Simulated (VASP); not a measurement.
Set up this calculation in VASP 6.6.1, as the native input.

```yaml
Task: single point
Functional: PBEsol
Potentials_or_basis: VASP PAW PBE potentials, release 64 (Si, O)
Cutoff: 520 eV
k_mesh: 7 × 7 × 7
Occupations: fermi-dirac, width 0.03 eV
Spin: no spin polarisation
Dipole_correction: no
Further_INCAR_settings: ALGO = Normal; EDIFF = 1e-07; NBANDS = 25
```

The structure of SiO2 lies in POSCAR:

```
SiO2
1.0
   -2.3419643100      2.3419643100      3.6933992025
    2.3419643100     -2.3419643100      3.6933992025
    2.3419643100      2.3419643100     -3.6933992025
Si O
2 4
Direct
    0.0000000000      0.0000000000      0.0000000000
    0.7500000000      0.2500000000      0.5000000000
    0.9983800000      0.6250000000      0.8733800000
    0.3750000000      0.2483800000      0.3733800000
    0.7516200000      0.1250000000      0.1266200000
    0.8750000000      0.0016200000      0.6266200000
```

This cell differs from its parent crystal: volume scaled by 0.96.

One way to write it, as run:

INCAR

```
SYSTEM = SiO2
PREC     = Accurate       ! precision mode
ENCUT    = 520            ! plane-wave cutoff, eV
EDIFF    = 1E-7           ! SCF threshold, eV
ISMEAR   = -1             ! smearing method
SIGMA    = 0.03           ! smearing width, eV
LREAL    = .False.        ! projectors in reciprocal space
LASPH    = .True.         ! aspherical terms in the spheres
NELM     = 80             ! most SCF steps
ALGO     = Normal         ! electronic algorithm
ISIF     = 2              ! what is computed and relaxed
LWAVE    = .False.        ! write WAVECAR
LCHARG   = .False.        ! write CHGCAR
GGA      = PS             ! functional
NBANDS   = 25             ! bands
```

KPOINTS

```
regular mesh
0
Gamma
  7 7 7
  0 0 0
```

Potentials or basis: VASP PAW PBE potentials, release 64 (Si, O).

The run is started by

```console
$ cat potpaw_PBE.64/Si/POTCAR potpaw_PBE.64/O/POTCAR > POTCAR
$ mpirun -np 1 vasp_std > vasp.out
```

It gave:

```json
{
 "Pressure": "9.3 GPa",
 "Largest force": "0.589 eV/Å",
 "Band gap on the k mesh": "6.23 eV, direct"
}
```

Caveat: the PAW data sets were made with another functional, which shifts forces and pressure a little.

Run time: 100 s on 1 thread of Intel(R) Xeon(R) Platinum 8488C (Sapphire Rapids), with other jobs on the host, peak memory 0.25 GiB.
